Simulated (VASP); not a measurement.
## BaTiO3: single point with r2SCAN

BaTiO3:

```xyz
10
Lattice="-3.9227 0.0000 -3.9227 0.0000 -3.9227 0.0000 -3.9227 0.0000 3.9227" Properties=species:S:1:pos:R:3 pbc="T T T"
Ba    0.0000    0.0000    0.0000
Ba   -3.9227    0.0000    0.0000
Ti   -1.9613   -1.9613    1.9613
Ti   -1.9613   -1.9613   -1.9613
O    -5.8840   -1.9613    0.0000
O    -1.9613   -1.9613    0.0000
O    -3.9227   -1.9613   -1.9613
O    -3.9227   -1.9613    1.9613
O    -1.9613    0.0000    1.9613
O    -1.9613    0.0000   -1.9613
```

| Item | Value |
| --- | --- |
| Program | VASP 6.6.1 |
| Task | single point |
| Functional | r2SCAN |
| Potentials or basis | VASP PAW PBE potentials, release 64 (Ba_sv, Ti_sv, O) |
| Cutoff | 520 eV |
| k mesh | 5 × 7 × 5 |
| Occupations | gaussian, width 0.0409 eV |
| Spin | no spin polarisation |
| Dipole correction | no |
| Further INCAR settings | ALGO = Normal; EDIFF = 1e-07; NBANDS = 51 |

```yaml
Pressure: 13.5 GPa
Band_gap_on_the_k_mesh: 2.28 eV
```

Levels at points of the mesh, in eV from the valence-band top:
```tsv
k point	band 38	band 39	band 40	band 41	band 42	band 43
(0.00, 0.00, 0.00)	-0.09	-0.09	-0.09	2.28	2.28	2.28
```

Run time: 7 min on 1 thread of Intel(R) Xeon(R) 6975P-C (Granite Rapids) (shared host), peak memory 0.31 GiB.

Caveat: the cell stands under pressure; the PAW data sets were made with another functional, which shifts forces and pressure a little; spin-orbit coupling is left out, which moves the levels of the heavy elements; an odd mesh through Γ misses points on the zone boundary, where band edges can lie.
